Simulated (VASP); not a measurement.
**Lu: single point with PBE**

The system is Lu.

```
CELL_PARAMETERS angstrom
3.50310 0.00000 0.00000
-1.75155 3.03377 0.00000
0.00000 0.00000 5.60641
ATOMIC_POSITIONS crystal
Lu 0.66667 0.33333 0.75000
Lu 0.33333 0.66667 0.25000
```

```json
{
  "Program": "VASP 6.6.1",
  "Task": "single point",
  "Functional": "PBE",
  "Potentials or basis": "VASP PAW PBE potentials, release 64 (Lu)",
  "Cutoff": "520 eV",
  "k mesh": "7 × 7 × 4",
  "Occupations": "fermi-dirac, width 0.05 eV",
  "Spin": "no spin polarisation"
}
```

```json
{
  "Pressure": "-2.3 GPa",
  "Band gap on the k mesh": "zero (bands 25 and 26 overlap by 1.61 eV)"
}
```

Stress tensor (GPa, compression positive):
```
-1.52  0.00  0.00
 0.00 -1.52  0.00
 0.00  0.00 -3.74
```

Levels at points of the mesh, in eV from the Fermi level:
```
           k point  band 21  band 22  band 23  band 24  band 25  band 26  band 27  band 28
(0.00, 0.00, 0.00)    -4.92    -4.90    -4.90    -2.43     0.44     2.22     2.22     2.40
(0.00, 0.00, 0.50)    -4.90    -4.90    -4.39    -4.39     1.10     1.10     2.16     2.16
```

It took 88 s on 1 thread of Intel(R) Xeon(R) Platinum 8559C (Emerald Rapids), on a shared host, peak memory 0.2 GiB.

Caveat: spin-orbit coupling is left out, which moves the levels of the heavy elements.
